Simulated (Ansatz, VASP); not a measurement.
**CdSe: VASP beside Ansatz**

```xyz
2
Lattice="0.0000 3.0972 3.0972 3.0972 0.0000 3.0972 3.0972 3.0972 0.0000" Properties=species:S:1:pos:R:3 pbc="T T T"
Cd    0.0000    0.0000    0.0000
Se    4.6457    4.6457    4.6457
```

Alike in both runs: task single point; functional r2SCAN; k mesh 8 × 8 × 8; occupations gaussian, width 0.02 eV; no spin polarisation.

|  | VASP | Ansatz |
| --- | --- | --- |
| version | VASP 6.6.1 | Ansatz 0.2.0 |
| potentials or method | VASP PAW PBE potentials, release 64 (Cd, Se), cutoff 520 eV | scalar-relativistic, plane waves, PAW |
| valence electrons in the cell | 18 | 36 |

|  | VASP | Ansatz | Ansatz less VASP |
| --- | --- | --- | --- |
| gap on the k mesh at the Fermi level (eV) | 0.96 | 0.97 | +0.011 |
| least direct gap on the mesh (eV) | 0.96 | 0.97 | +0.011 |
| pressure (GPa) | -1.2 | -1.4 | -0.21 |

VASP's potentials were made for PBE, not for r2SCAN. VASP's potentials hold 18 valence electrons a cell and Ansatz's 36, so a difference there can come from the potentials and not from the codes.
